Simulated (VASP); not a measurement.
Here is a VASP 6.6.1 calculation.

Contents of INCAR:

```
PREC = Accurate
ENCUT = 520
EDIFF = 1E-8
ISMEAR = 0
SIGMA = 0.05
LREAL = False
LASPH = True
NELM = 80
ALGO = Fast
ISIF = 2
LWAVE = False
LCHARG = False
GGA = PE
LEFG = True
NBANDS = 20
```

KPOINTS

```
Automatic mesh
0
Gamma
  18 18 10
```

Contents of POSCAR:

```
Tc
1.0
    2.7520485008      0.0000000000      0.0000000000
   -1.3760242504      2.3833439142      0.0000000000
    0.0000000000      0.0000000000      4.4007408715
Tc
2
Direct
    0.3333333333      0.6666666667      0.2500000000
    0.6666666667      0.3333333333      0.7500000000
```

Potentials or basis: VASP PAW PBE potentials, release 64 (Tc_pv).

Launch:

```console
$ cat potpaw_PBE.64/Tc_pv/POTCAR > POTCAR
$ mpirun -np 1 vasp_std > vasp.out
```

Question: Estimate the band gap on the k mesh.

Answer: Zero (bands 13 and 14 overlap by 3.36 eV).

Question: What does it give for the pressure?

Answer: -0.7 GPa.

Electric field gradients, principal values (V/Å²):
```tsv
atom	least	middle	greatest (by size)
1 Tc	8.387	8.390	-16.777
2 Tc	8.387	8.390	-16.777
```

Caveat: without QUAD_EFG the Cq values of the log hold for a quadrupole moment of 1 mb, not for the nuclei.
